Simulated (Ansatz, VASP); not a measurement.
NbN in VASP and in Ansatz

```
Nb N
1.0
     0.00000    2.18844    2.18844
     2.18844    0.00000    2.18844
     2.18844    2.18844    0.00000
Nb N
1 1
Direct
  0.50000 0.50000 0.50000
  0.00000 0.00000 0.00000
```

Alike in both runs: task single point; functional PBE; k mesh 16 × 16 × 16; occupations gaussian, width 0.1 eV; no spin polarisation.

|  | VASP | Ansatz |
| --- | --- | --- |
| version | VASP 6.6.1 | Ansatz 0.2.0 |
| potentials or method | VASP PAW PBE potentials, release 64 (Nb_sv, N), cutoff 600 eV | scalar-relativistic, plane waves, PAW |
| valence electrons in the cell | 18 | 18 |

|  | VASP | Ansatz | Ansatz less VASP |
| --- | --- | --- | --- |
| gap on the k mesh at the Fermi level (eV) | none | none | - |
| pressure (GPa) | 9.3 | 10.0 | +0.73 |

A gap of «none» marks a metal or a gap that the smearing closes. With one functional, cell and mesh, what is left measures potentials, basis and numerics.
